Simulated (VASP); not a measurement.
Write the native input for VASP 6.6.1 that does the following.

- Task: single point
- Functional: LDA
- Potentials or basis: VASP PAW LDA potentials, release 64 (Ba_sv, Zr_sv, O_h)
- Cutoff: 910 eV
- k mesh: 4 × 4 × 4
- Occupations: gaussian, width 0.01 eV
- Spin: no spin polarisation
- Dipole correction: no
- Further INCAR settings: ALGO = Normal; EDIFF = 1e-06; NBANDS = 28

The structure of BaZrO3 lies in POSCAR:

```
BaZrO3
1.0
    4.1176254978      0.0000000000      0.0000000000
    0.0000000000      4.1176254978      0.0000000000
    0.0000000000      0.0000000000      4.1176254978
Ba Zr O
1 1 3
Direct
    0.0000000000      0.0000000000      0.0000000000
    0.5000000000      0.5000000000      0.5000000000
    0.0000000000      0.5000000000      0.5000000000
    0.5000000000      0.0000000000      0.5000000000
    0.5000000000      0.5000000000      0.0000000000
```

The input as run:

INCAR

```
SYSTEM = BaZrO3
ALGO = Normal ; EDIFF = 1E-6
ENCUT = 910 ; GGA_COMPAT = .False.
ISIF = 2 ; ISMEAR = 0
LASPH = .True. ; LCHARG = .True.
LELF = .True. ; LREAL = .False.
LVHAR = .True. ; LWAVE = .False.
NBANDS = 28 ; NELM = 120
PREC = Accurate ; SIGMA = 0.01
```

KPOINTS

```
k-points
0
Gamma
  4 4 4
  0 0 0
```

Potentials or basis: VASP PAW LDA potentials, release 64 (Ba_sv, Zr_sv, O_h).

Launch:

```console
$ cat potpaw_LDA.64/Ba_sv/POTCAR potpaw_LDA.64/Zr_sv/POTCAR potpaw_LDA.64/O_h/POTCAR > POTCAR
$ mpirun -np 1 vasp_std > vasp.out
```

It gave:

* Pressure: 5.4 GPa
* Band gap on the k mesh: 3.17 eV (least direct gap 3.32 eV)

Caveat: the cutoff is under 1.25 times the usual one of these potentials, so pressure, stress and relaxed cells hold a basis-set (Pulay) error; the cell stands under pressure; spin-orbit coupling is left out, which moves the levels of the heavy elements.

Run time: 40 s on 1 thread of Intel(R) Xeon(R) Platinum 8259CL CPU @ 2.50GHz (Skylake/Cascade Lake), with other jobs on the host, peak memory 0.24 GiB.
